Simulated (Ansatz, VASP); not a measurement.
One calculation of Mg2O, two programs

```xyz
6
Lattice="4.5750 0.0000 0.0000 0.0000 4.5750 0.0000 0.0000 0.0000 4.3432" Properties=species:S:1:pos:R:3 pbc="T T T"
Mg    1.1437    1.1437    1.8177
Mg    3.4312    3.4312    1.8177
Mg    3.4312    1.1437    3.9893
Mg    1.1437    3.4312    3.9893
O     2.2875    2.2875    0.6917
O     0.0000    0.0000    2.8633
```

Alike in both runs: task relaxation of cell and atoms; functional PBE; k mesh 4 × 4 × 4; occupations gaussian, width 0.1 eV; no spin polarisation.

```csv
,VASP,Ansatz
version,VASP 6.6.1,Ansatz 0.2.0
potentials or method,"VASP PAW PBE potentials, release 64 (Mg, O), cutoff 600 eV","scalar-relativistic, plane waves, PAW"
valence electrons in the cell,20,52
```

```csv
,VASP,Ansatz,Ansatz less VASP
"gap on the k mesh at the Fermi level, each at its own relaxed structure (eV)",none,none,-
relaxed volume (Å³/atom),15.80,14.29,-1.502
relaxed cell length with the largest relative difference (Å),3.491,3.157,-0.3338
```

A gap of «none» marks a metal or a gap that the smearing closes. One of these differences is far larger than is usual between the two programs; its cause wasn't traced. VASP's potentials hold 20 valence electrons a cell and Ansatz's 52, so a difference there can come from the potentials and not from the codes.

The k mesh is coarse, so the values compare programs but aren't converged.
